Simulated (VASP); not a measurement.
Here is a VASP 6.6.1 calculation.

Contents of POSCAR:

```
MnO
1.0
    2.6723886600      0.0000000000      0.0000000000
    0.0000000000      2.6723886600      0.0000000000
    0.0000000000      0.0000000000      2.6723886600
Mn O
1 1
Direct
    0.0000000000      0.0000000000      0.0000000000
    0.5000000000      0.5000000000      0.5000000000
```

The input INCAR.step1:

```
ALGO = Normal ; EDIFF = 1E-5
ENCUT = 520 ; GGA = PE
GGA_COMPAT = False ; ISIF = 2
ISMEAR = -1 ; ISPIN = 2
LASPH = True ; LCHARG = False
LMAXMIX = 4 ; LORBIT = 11
LREAL = False ; LWAVE = True
MAGMOM = 4 0 ; NBANDS = 20
NELM = 200 ; PREC = Accurate
SIGMA = 0.05
```

INCAR.step2

```
AEXX = 0.25 ; ALGO = Normal
EDIFF = 1E-6 ; ENCUT = 520
GGA = PS ; GGA_COMPAT = False
ISIF = 2 ; ISMEAR = -1
ISPIN = 2 ; ISTART = 1
LASPH = True ; LCHARG = False
LHFCALC = True ; LMAXMIX = 4
LORBIT = 11 ; LREAL = False
LWAVE = False ; MAGMOM = 4 0
NBANDS = 20 ; NELM = 200
PREC = Accurate ; PRECFOCK = Normal
SIGMA = 0.05
```

The input KPOINTS:

```
k-points
0
Gamma
  5 5 5
```

Potentials or basis: VASP PAW PBE potentials, release 64 (Mn_pv, O).

Run with:

```bash
$ cat potpaw_PBE.64/Mn_pv/POTCAR potpaw_PBE.64/O/POTCAR > POTCAR
$ cp INCAR.step1 INCAR
$ mpirun -np 1 vasp_std > vasp.out
$ cp INCAR.step2 INCAR
$ mpirun -np 1 vasp_std > vasp.out
```

Q: Predict the pressure.

A: 11.1 GPa.

Q: Estimate the band gap on the k mesh.

A: 2.76 eV (least direct gap 3.79 eV).

Q: Estimate the net moment.

A: 5.00 μB per cell.

Caveat: the k points lie up to 0.47 Å⁻¹ apart; the PAW data sets were made with another functional, which shifts forces and pressure a little; an odd mesh through Γ misses points on the zone boundary, where band edges can lie; a cell with one magnetic atom can't hold antiferromagnetic order, which such compounds often take.
